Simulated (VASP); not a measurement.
Set up this calculation in VASP 6.6.1, as the native input.

```
Task                   : relaxation of the atoms
Functional             : r2SCAN
Potentials or basis    : VASP PAW PBE potentials, release 64 (Al, Ru_pv)
Cutoff                 : 520 eV
k mesh                 : 11 × 11 × 11
Occupations            : fermi-dirac, width 0.1 eV
Spin                   : no spin polarisation
Dipole correction      : no
Further INCAR settings : ALGO = Normal; EDIFF = 1e-06; IBRION = 2; EDIFFG = -0.01; NSW = 50
```

The system is AlRu.

```
Al Ru
1.0
     2.96362    0.00000    0.00000
     0.00000    2.96362    0.00000
     0.00000    0.00000    2.96362
Al Ru
1 1
Cartesian
  0.0000 0.0000 0.0000
  1.4818 1.4818 1.4818
```

The input as run:

POSCAR

```
AlRu
1.0
    2.9636207500      0.0000000000      0.0000000000
    0.0000000000      2.9636207500      0.0000000000
    0.0000000000      0.0000000000      2.9636207500
Al Ru
1 1
Direct
    0.0000000000      0.0000000000      0.0000000000
    0.5000000000      0.5000000000      0.5000000000
```

INCAR.step1

```
PREC = Accurate
ENCUT = 520
ISMEAR = -1
SIGMA = 0.1
LREAL = F
LASPH = T
NELM = 60
GGA = PE
ALGO = Normal
EDIFF = 1E-4
LWAVE = T
LCHARG = F
```

INCAR.step2

```
PREC = Accurate
ENCUT = 520
EDIFF = 1E-6
ISMEAR = -1
SIGMA = 0.1
LREAL = F
LASPH = T
NELM = 60
ALGO = Normal
ISIF = 2
LWAVE = F
LCHARG = F
METAGGA = R2SCAN
LMIXTAU = T
IBRION = 2
NSW = 50
EDIFFG = -0.01
ISTART = 1
```

KPOINTS

```
Automatic mesh
0
Gamma
  11 11 11
```

Potentials or basis: VASP PAW PBE potentials, release 64 (Al, Ru_pv).

Launch:

```console
$ cat potpaw_PBE.64/Al/POTCAR potpaw_PBE.64/Ru_pv/POTCAR > POTCAR
$ cp INCAR.step1 INCAR
$ mpirun -np 1 vasp_std > vasp.out
$ cp INCAR.step2 INCAR
$ mpirun -np 1 vasp_std > vasp.out
```

It gave:

```json
{"Pressure after relaxing": "4.8 GPa"}
```

Caveat: the relaxation stopped at its first step, so nothing moved; the PAW data sets were made with another functional, which shifts forces and pressure a little.

Wall time 33 s on 1 thread of Intel(R) Xeon(R) Platinum 8259CL CPU @ 2.50GHz (Skylake/Cascade Lake) (shared host), peak memory 0.15 GiB.
